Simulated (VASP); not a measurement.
Input of a VASP 6.6.1 run:

File INCAR:

```
  PREC = Accurate
  ENCUT = 520
  EDIFF = 1E-7
  ISMEAR = 0
  SIGMA = 0.15
  LREAL = False
  LASPH = True
  NELM = 80
  ALGO = Normal
  ISIF = 2
  LWAVE = False
  LCHARG = False
  GGA = PE
  NBANDS = 16
```

Contents of KPOINTS:

```
Automatic mesh
0
Gamma
  16 16 16
```

Contents of POSCAR:

```
GaSb
1.0
   -2.6735500000      2.6735500000      1.6074500000
    2.6735500000     -2.6735500000      1.6074500000
    2.6735500000      2.6735500000     -1.6074500000
Ga Sb
1 1
Direct
    0.2500000000      0.7500000000      0.5000000000
    0.0000000000      0.0000000000      0.0000000000
```

Potentials or basis: VASP PAW PBE potentials, release 64 (Ga_d, Sb).

Command:

```sh
$ cat potpaw_PBE.64/Ga_d/POTCAR potpaw_PBE.64/Sb/POTCAR > POTCAR
$ mpirun -np 1 vasp_std > vasp.out
```

Q: Estimate the pressure.

A: 3.4 GPa.

Q: Predict the band gap on the k mesh.

A: Zero (band 9 reaches 9.23 eV, above the bottom of band 10 at 3.98 eV).

Stress tensor (GPa, compression positive):
```
4.51 0.00 0.00
0.00 4.51 0.00
0.00 0.00 1.09
```

Caveat: spin-orbit coupling is left out, which moves the levels of the heavy elements.
